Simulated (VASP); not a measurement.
# Ga: single point with PBE

The system is Ga.

```
CELL_PARAMETERS angstrom
2.69825 0.00000 0.00000
0.00000 2.69825 0.00000
0.00000 0.00000 2.69825
ATOMIC_POSITIONS crystal
Ga 0.00000 0.00000 0.00000
```

| Quantity | Value |
| --- | --- |
| Program | VASP 6.6.1 |
| Task | single point |
| Functional | PBE |
| Potentials or basis | VASP PAW PBE potentials, release 64 (Ga_d) |
| Cutoff | 500 eV |
| k mesh | 10 × 10 × 10 |
| Occupations | fermi-dirac, width 0.05 eV |
| Spin | no spin polarisation |

```json
{
 "Pressure": "1.0 GPa"
}
```

Levels at points of the mesh, in eV from the Fermi level:
| k point | band 3 | band 4 | band 5 | band 6 | band 7 | band 8 | band 9 | band 10 |
| --- | --- | --- | --- | --- | --- | --- | --- | --- |
| (0.00, 0.00, 0.00) | -14.63 | -14.63 | -14.63 | -10.72 | 9.07 | 9.07 | 9.07 | 11.99 |
| (0.50, 0.00, 0.00) | -14.78 | -14.78 | -14.62 | -6.26 | -4.22 | 12.58 | 12.58 | 15.77 |
| (0.50, 0.50, 0.00) | -14.75 | -14.75 | -14.49 | -1.60 | -0.71 | -0.71 | 4.20 | 16.19 |
| (0.50, 0.50, 0.50) | -14.98 | -14.48 | -14.48 | 2.65 | 2.65 | 2.65 | 3.98 | 8.23 |

Wall time 11 s on 1 thread of Intel Xeon 8259CL (shared host), peak memory 0.13 GiB.
